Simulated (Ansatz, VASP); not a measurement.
## Sb in VASP and in Ansatz

INCAR

```
PREC = Accurate
ENCUT = 520
EDIFF = 1E-8
ISMEAR = -1
SIGMA = 0.05
LREAL = F
LASPH = T
NELM = 80
ALGO = Normal
ISIF = 2
LWAVE = F
LCHARG = F
LEFG = T
NBANDS = 8
```

The input KPOINTS:

```
regular mesh
0
Gamma
  13 13 13
```

The input POSCAR:

```
Sb
1.0
    3.2015837161      0.0000000000      0.0000000000
    0.0000000000      3.2015837161      0.0000000000
    0.0000000000      0.0000000000      3.2015837161
Sb
1
Direct
    0.0000000000      0.0000000000      0.0000000000
```

Input for Ansatz:

```yaml
crystal:
  lattice:
    - [3.2015837161, 0.0, 0.0]
    - [0.0, 3.2015837161, 0.0]
    - [0.0, 0.0, 3.2015837161]
  atoms:
    - { symbol: Sb, position: [0.0, 0.0, 0.0] }
kpoints:
  mp_grid: { grid: [13, 13, 13] }
scf:
  occupations: { method: fermi_dirac, width: 0.05 }
hamiltonian:
  xc: lda
  pseudopotentials: { kind: paw }
output:
  forces: true
  stress: true
  eigenvalues: true
  efg: { contact_densities: true }
```

Change from the starting cell: functional lda, volume scaled by 1.04, PAW files.

Alike in both runs: task electric field gradients; functional LDA; k mesh 13 × 13 × 13; occupations fermi-dirac, width 0.05 eV; no spin polarisation.

|  | VASP | Ansatz |
| --- | --- | --- |
| version | VASP 6.6.1 | Ansatz 0.2.0 |
| potentials or method | VASP PAW LDA potentials, release 64 (Sb) | PAW with Ansatz's default frozen-core files, scalar-relativistic |
| plane-wave cutoff (eV) | 520 | 420 |
| valence electrons in the cell | 5 | 15 |

```tsv
	VASP	Ansatz	Ansatz less VASP
pressure (GPa)	-7.2	-7.2	-0.06
```

LDA's correlation is that of Perdew and Zunger in VASP and of Perdew and Wang (1992) in Ansatz. VASP's potentials hold 5 valence electrons a cell and Ansatz's 15, so a difference there can come from the potentials and not from the codes.

Neither program's run includes spin-orbit coupling.
